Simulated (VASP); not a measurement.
Wanted: the native input for a VASP 6.6.1 run.

| Property | Result |
| --- | --- |
| Task | single point |
| Functional | r2SCAN |
| Potentials or basis | VASP PAW PBE potentials, release 64 (Zn, S) |
| Cutoff | 520 eV |
| k mesh | 4 × 4 × 4 |
| Occupations | gaussian, width 0.05 eV |
| Spin | no spin polarisation |
| Dipole correction | no |
| Further INCAR settings | ALGO = Normal; EDIFF = 1e-06; NBANDS = 46 |

ZnS:

```
Zn S
1.0
     5.38903    0.00000    0.00000
     0.00000   -5.38903    0.00000
     0.00000    0.00000   -5.38903
Zn S
4 4
Cartesian
  0.1041 0.6789 -0.2439
  2.3001 -2.6317 -0.4879
  3.0171 -0.7151 -2.8496
  0.2918 -3.2780 -2.0057
  3.5844 -3.8966 -3.9392
  1.2177 -1.2234 -4.1514
  1.4528 -3.8169 -1.2880
  4.1991 -1.2842 -1.2015
```

This cell differs from its parent crystal: atoms moved at random.

One way to write it, as run:

POSCAR

```
ZnS
1.0
    5.3890263884      0.0000000000      0.0000000000
    0.0000000000     -5.3890263884      0.0000000000
    0.0000000000      0.0000000000     -5.3890263884
Zn S
4 4
Direct
    0.0193090343     -0.1259703905      0.0452513840
    0.4268080536      0.4883463592      0.0905367306
    0.5598573653      0.1326939422      0.5287767319
    0.0541472424      0.6082683970      0.3721787653
    0.6651333410      0.7230667872      0.7309655019
    0.2259671756      0.2270143272      0.7703356218
    0.2695797203      0.7082734938      0.2389968952
    0.7791980676      0.2383070839      0.2229583693
```

INCAR.step1

```
ALGO     = Normal         # electronic algorithm
EDIFF    = 1E-4           # SCF threshold, eV
ENCUT    = 520            # plane-wave cutoff, eV
GGA      = PE             # functional
ISMEAR   = 0              # smearing method
LASPH    = True           # aspherical terms in the spheres
LCHARG   = False          # write CHGCAR
LREAL    = False          # projectors in reciprocal space
LWAVE    = True           # write WAVECAR
NBANDS   = 46             # bands
NELM     = 80             # most SCF steps
PREC     = Accurate       # precision mode
SIGMA    = 0.05           # smearing width, eV
```

INCAR.step2

```
ALGO     = Normal         # electronic algorithm
EDIFF    = 1E-6           # SCF threshold, eV
ENCUT    = 520            # plane-wave cutoff, eV
ISIF     = 2              # what is computed and relaxed
ISMEAR   = 0              # smearing method
ISTART   = 1            
LASPH    = True           # aspherical terms in the spheres
LCHARG   = True           # write CHGCAR
LELF     = True           # ELF
LMIXTAU  = True         
LREAL    = False          # projectors in reciprocal space
LVHAR    = True         
LWAVE    = False          # write WAVECAR
METAGGA  = R2SCAN         # meta-GGA
NBANDS   = 46             # bands
NELM     = 80             # most SCF steps
PREC     = Accurate       # precision mode
SIGMA    = 0.05           # smearing width, eV
```

KPOINTS

```
k-points
0
Gamma
  4 4 4
```

Potentials or basis: VASP PAW PBE potentials, release 64 (Zn, S).

Launch:

```sh
$ cat potpaw_PBE.64/Zn/POTCAR potpaw_PBE.64/S/POTCAR > POTCAR
$ cp INCAR.step1 INCAR
$ mpirun -np 1 vasp_std > vasp.out
$ cp INCAR.step2 INCAR
$ mpirun -np 1 vasp_std > vasp.out
```

Results of the run:

* Pressure: 37.6 GPa
* Largest force: 51.692 eV/Å
* Band gap on the k mesh: 1.25 eV, indirect (least direct gap 1.40 eV)

Caveat: the cell differs from its parent crystal (atoms moved at random); the PAW data sets were made with another functional, which shifts forces and pressure a little.

Wall time 9.6 min on 1 thread of Intel(R) Xeon(R) Platinum 8488C (Sapphire Rapids), on a shared host, peak memory 0.37 GiB.
